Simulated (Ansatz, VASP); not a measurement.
## BiAs: VASP beside Ansatz

```
CELL_PARAMETERS angstrom
0.00000 3.03649 3.03649
3.03649 0.00000 3.03649
3.03649 3.03649 0.00000
ATOMIC_POSITIONS crystal
As 0.00000 0.00000 0.00000
Bi 0.50000 0.50000 0.50000
```

Change from the starting cell: volume scaled by 1.02, PAW files.

Alike in both runs: task electric field gradients; functional PBE; k mesh 11 × 11 × 11; occupations fermi-dirac, width 0.03 eV; no spin polarisation.

```csv
,VASP,Ansatz
version,VASP 6.6.1,Ansatz 0.2.0
potentials or method,"VASP PAW PBE potentials, release 64 (As, Bi_d)","PAW with Ansatz's default frozen-core files, scalar-relativistic"
plane-wave cutoff (eV),520,420
valence electrons in the cell,20,30
```

```csv
,VASP,Ansatz,Ansatz less VASP
pressure (GPa),-1.2,-1.2,-0.01
```

VASP's potentials hold 20 valence electrons a cell and Ansatz's 30, so a difference there can come from the potentials and not from the codes.

Spin-orbit coupling is off throughout.
